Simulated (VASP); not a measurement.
A run of VASP 6.6.1:

File INCAR:

```
PREC = Accurate
ENCUT = 500
EDIFF = 1E-6
ISMEAR = 0
SIGMA = 0.01
LREAL = False
LASPH = True
NELM = 120
ALGO = Normal
ISIF = 2
LWAVE = False
LCHARG = False
GGA = PE
NBANDS = 16
GGA_COMPAT = False
```

The input KPOINTS:

```
regular mesh
0
Gamma
  9 9 9
```

Contents of POSCAR:

```
GaP
1.0
    0.0000000000      2.7258125000      2.7258125000
    2.7258125000      0.0000000000      2.7258125000
    2.7258125000      2.7258125000      0.0000000000
Ga P
1 1
Direct
    0.0000000000      0.0000000000      0.0000000000
    0.7500000000      0.7500000000      0.7500000000
```

Potentials or basis: VASP PAW PBE potentials, release 64 (Ga_d, P).

The run is started by

```bash
$ cat potpaw_PBE.64/Ga_d/POTCAR potpaw_PBE.64/P/POTCAR > POTCAR
$ mpirun -np 1 vasp_std > vasp.out
```

Hardware: 1 thread of Intel(R) Xeon(R) 6975P-C (Granite Rapids), on a shared host.

Task: Estimate the wall time of this run.

Result: Run time: 8.6 s on 1 thread of Intel(R) Xeon(R) 6975P-C (Granite Rapids) (shared host), peak memory 0.16 GiB. Counts: scf iterations 12, k points 35.
